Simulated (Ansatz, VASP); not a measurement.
PtS2: VASP beside Ansatz

```xyz
3
Lattice="3.4000 0.0000 0.0000 -1.7000 2.9445 0.0000 0.0000 0.0000 30.8255" Properties=species:S:1:pos:R:3 pbc="T T T"
S     1.7000    0.9815   14.1277
S     0.0000    1.9630   16.6977
Pt    0.0000    0.0000   15.4127
```

Alike in both runs: task single point; functional PBE; dispersion D3(BJ); k mesh 9 × 9 × 1; occupations gaussian, width 0.02 eV; no spin polarisation.

```csv
,VASP,Ansatz
version,VASP 6.6.1,Ansatz 0.2.0
potentials or method,"VASP PAW PBE potentials, release 64 (S, Pt), cutoff 520 eV","scalar-relativistic, plane waves, PAW"
valence electrons in the cell,22,30
```

VASP gave:

- gap on the k mesh at the Fermi level (eV): 1.83
- least direct gap on the mesh (eV): 1.95
- rms of the force components (eV/Å): 0.253

**Question.** Which values does Ansatz return?

**Answer.** gap on the k mesh at the Fermi level (eV): 1.84; least direct gap on the mesh (eV): 1.95; rms of the force components (eV/Å): 0.275.

VASP's potentials hold 22 valence electrons a cell and Ansatz's 30, so a difference there can come from the potentials and not from the codes.

Spin-orbit coupling is off throughout.
